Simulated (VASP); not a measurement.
A run of VASP 6.6.1:

The input INCAR:

```
PREC = Accurate
ENCUT = 600
EDIFF = 1E-6
ISMEAR = 0
SIGMA = 0.1
LREAL = F
LASPH = T
NELM = 200
ALGO = Normal
ISIF = 2
LWAVE = F
LCHARG = F
ISPIN = 2
MAGMOM = 3 0 0
LORBIT = 11
LMAXMIX = 4
GGA = PE
NBANDS = 26
GGA_COMPAT = F
```

The input KPOINTS:

```
Automatic mesh
0
Gamma
  6 6 4
```

The input POSCAR:

```
CoBrO
1.0
    3.2215935721      0.0000000024      0.0000000000
   -1.6107967881      2.7899818729      0.0000000000
    0.0000000000      0.0000000000      5.7935526937
Co Br O
1 1 1
Direct
    0.6666666667      0.3333333333      0.5000000000
    0.0000000000      0.0000000000      0.0000000000
    0.3333333333      0.6666666667      0.5000000000
```

Potentials or basis: VASP PAW PBE potentials, release 64 (Co_sv, Br, O).

Run with:

```sh
$ cat potpaw_PBE.64/Co_sv/POTCAR potpaw_PBE.64/Br/POTCAR potpaw_PBE.64/O/POTCAR > POTCAR
$ mpirun -np 1 vasp_std > vasp.out
```

Hardware: 1 thread of Intel(R) Xeon(R) Platinum 8375C CPU @ 2.90GHz (Ice Lake) (shared host).

Question: How long does it take, and how much memory?

Answer: Wall time 72 s on 1 thread of Intel(R) Xeon(R) Platinum 8375C CPU @ 2.90GHz (Ice Lake) (shared host), peak memory 0.24 GiB. Counts: scf iterations 19, k points 21.
